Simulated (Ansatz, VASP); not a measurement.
## Two plane-wave programs on Ba2SiSbO6

```
Si O Sb Ba
1.0
     0.00000    4.16904    4.16904
     4.16904    0.00000    4.16904
     4.16904    4.16904    0.00000
Si O Sb Ba
1 6 1 2
Cartesian
  4.1690 4.1690 4.1690
  1.9594 4.1690 4.1690
  4.1690 1.9594 4.1690
  6.3786 4.1690 4.1690
  4.1690 6.3786 4.1690
  4.1690 4.1690 1.9594
  4.1690 4.1690 6.3786
  0.0000 0.0000 0.0000
  2.0845 2.0845 2.0845
  6.2536 6.2536 6.2536
```

Alike in both runs: task single point; functional PBE; k mesh 4 × 4 × 4; occupations methfessel-paxton of order 1, width 0.0277 eV; no spin polarisation.

|  | VASP | Ansatz |
| --- | --- | --- |
| version | VASP 6.6.1 | Ansatz 0.2.0 |
| potentials or method | VASP PAW PBE potentials, release 64 (Si, O, Sb_d_GW, Ba_sv), cutoff 700 eV | PAW plane waves |
| valence electrons in the cell | 75 | 75 |

|  | VASP | Ansatz | Ansatz less VASP |
| --- | --- | --- | --- |
| gap on the k mesh at the Fermi level (eV) | none | none | - |
| pressure (GPa) | -0.3 | -1.2 | -0.86 |
| rms of the force components (eV/Å) | 1.298 | 1.278 | -0.0202 |

Atom by atom the forces differ by 0.020 eV/Å (rms over components). A gap of «none» marks a metal or a gap that the smearing closes.

Spin-orbit coupling is off throughout.
